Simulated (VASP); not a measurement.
Wanted: the native input for a VASP 6.6.1 run.

```
Task                   : single point
Functional             : PBE
Potentials or basis    : VASP PAW PBE potentials, release 64 (Sr_sv, Zn, Ga_d)
Cutoff                 : 520 eV
k mesh                 : 3 × 3 × 4
Occupations            : gaussian, width 0.1 eV
Spin                   : no spin polarisation
Dipole correction      : no
Further INCAR settings : ALGO = Normal; EDIFF = 1e-06; NBANDS = 43
```

The structure of Sr3ZnGa2 lies in POSCAR:

```
Sr3ZnGa2
1.0
    6.4935000116      0.0000000000      0.0000000000
   -3.2467500058      5.6235359694      0.0000000000
    0.0000000000      0.0000000000      3.9540082739
Sr Zn Ga
3 1 2
Direct
    0.5000000000      0.0000000000      0.5000000000
    0.5000000000      0.5000000000      0.5000000000
    0.0000000000      0.5000000000      0.5000000000
    0.0000000000      0.0000000000      0.0000000000
    0.3333333333      0.6666666667      0.0000000000
    0.6666666667      0.3333333333      0.0000000000
```

These files were run (other wordings do the same):

INCAR

```
SYSTEM = Sr3ZnGa2
ALGO = Normal
EDIFF = 1E-6
ENCUT = 520
GGA = PE
ISIF = 2
ISMEAR = 0
LASPH = .TRUE.
LCHARG = .FALSE.
LREAL = .FALSE.
LWAVE = .FALSE.
NBANDS = 43
NELM = 80
PREC = Accurate
SIGMA = 0.1
```

KPOINTS

```
k-points
0
G
  3 3 4
  0 0 0
```

Potentials or basis: VASP PAW PBE potentials, release 64 (Sr_sv, Zn, Ga_d).

Run with:

```console
$ cat potpaw_PBE.64/Sr_sv/POTCAR potpaw_PBE.64/Zn/POTCAR potpaw_PBE.64/Ga_d/POTCAR > POTCAR
$ mpirun -np 1 vasp_std > vasp.out
```

Results of the run:

```json
{"Pressure": "22.0 GPa", "Band gap on the k mesh": "zero (band 34 reaches 4.15 eV, above the bottom of band 35 at 2.81 eV)"}
```

Caveat: the k points lie up to 0.40 Å⁻¹ apart.

It took 32 s on 1 thread of Intel(R) Xeon(R) 6975P-C (Granite Rapids), with other jobs on the host, peak memory 0.27 GiB.
